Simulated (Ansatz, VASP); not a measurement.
**BiTe: VASP beside Ansatz**

INCAR

```
  ALGO = Normal
  EDIFF = 1E-6
  EDIFFG = -0.001
  ENCUT = 600
  GGA = PS
  IBRION = 2
  ISIF = 3
  ISMEAR = -1
  LASPH = T
  LCHARG = F
  LREAL = F
  LWAVE = F
  NELM = 100
  NSW = 80
  PREC = Accurate
  SIGMA = 0.15
```

Contents of KPOINTS:

```
k-points
0
Gamma
  12 12 12
```

Contents of POSCAR:

```
BiTe
1.0
    0.0000000000      3.1971538320      3.1971538320
    3.1971538320      0.0000000000      3.1971538320
    3.1971538320      3.1971538320      0.0000000000
Bi Te
1 1
Direct
    0.0000000000      0.0000000000      0.0000000000
    0.5000000000      0.5000000000      0.5000000000
```

Input for Ansatz:

```yaml
crystal:
  lattice:
    - [0.0, 3.1971538434, 3.1971538434]
    - [3.1971538434, 0.0, 3.1971538434]
    - [3.1971538434, 3.1971538434, 0.0]
  atoms:
    - { symbol: Bi, position: [0.0, 0.0, 0.0] }
    - { symbol: Te, position: [0.5, 0.5, 0.5] }
basis:
  ecutwfc: 420
kpoints:
  mp_grid: { grid: [12, 12, 12] }
hamiltonian:
  xc: pbesol
scf:
  occupations: { method: fermi_dirac, width: 0.15 }
output:
  forces: true
  stress: true
  eigenvalues: true
relax:
  adjacent_minimum: "off"
  f_tol: 0.001
  max_steps: 60
  cell: { stress_tol: 0.01 }
```

Alike in both runs: task relaxation of cell and atoms; functional PBEsol; k mesh 12 × 12 × 12; occupations fermi-dirac, width 0.15 eV; no spin polarisation.

```csv
,VASP,Ansatz
version,VASP 6.6.1,Ansatz 0.2.0
potentials or method,"VASP PAW PBE potentials, release 64 (Bi_d, Te), cutoff 600 eV","scalar-relativistic, plane waves, PAW"
valence electrons in the cell,21,31
```

|  | VASP | Ansatz | Ansatz less VASP |
| --- | --- | --- | --- |
| gap on the k mesh at the Fermi level, each at its own relaxed structure (eV) | none | none | - |
| relaxed volume (Å³/atom) | 32.79 | 32.79 | -0.004 |
| relaxed cell length with the largest relative difference (Å) | 4.526 | 4.526 | -0.0002 |

VASP's potentials were made for PBE, not for PBEsol. A gap of «none» marks a metal or a gap that the smearing closes. VASP's potentials hold 21 valence electrons a cell and Ansatz's 31, so a difference there can come from the potentials and not from the codes.

Neither program's run includes spin-orbit coupling.
